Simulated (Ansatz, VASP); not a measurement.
**Two plane-wave programs on Al3GaN4**

```xyz
8
Lattice="4.3190 -0.0809 -0.0809 -0.0809 4.3190 -0.0809 -0.0809 -0.0809 4.3190" Properties=species:S:1:pos:R:3 pbc="T T T"
Al    2.1191    2.1191   -0.0809
Al    2.1191   -0.0809    2.1191
Al   -0.0809    2.1191    2.1191
Ga    0.0000    0.0000    0.0000
N     3.1355    3.1355    0.9821
N     3.1355    0.9821    3.1355
N     0.9821    3.1355    3.1355
N     1.0613    1.0613    1.0613
```

Change from the starting cell: equal engineering shear yz, xz and xy -0.0367, equal normal strain along x, y and z -0.0200.

Alike in both runs: task single point; functional PBEsol; k mesh 6 × 6 × 6; occupations gaussian, width 0.05 eV; no spin polarisation.

|  | VASP | Ansatz |
| --- | --- | --- |
| version | VASP 6.6.1 | Ansatz 0.2.0 |
| potentials or method | VASP PAW PBE potentials, release 64 (Al, Ga_d, N), cutoff 520 eV | scalar-relativistic, plane waves, PAW |
| valence electrons in the cell | 42 | 42 |

Ansatz gave:

| Item | Value |
| --- | --- |
| gap on the k mesh at the Fermi level (eV) | 3.13 |
| least direct gap on the mesh (eV) | 3.13 |
| pressure (GPa) | 14.8 |
| traceless stress, the component that is largest in VASP (GPa) | 10.08 |
| rms of the force components (eV/Å) | 0.573 |

Task: What did VASP give for the same quantities?

Result: gap on the k mesh at the Fermi level (eV): 3.12; least direct gap on the mesh (eV): 3.12; pressure (GPa): 14.8; traceless stress, the component that is largest in VASP (GPa): 10.18; rms of the force components (eV/Å): 0.578.

VASP's potentials were made for PBE, not for PBEsol. Atom by atom the forces differ by 0.013 eV/Å (rms over components).
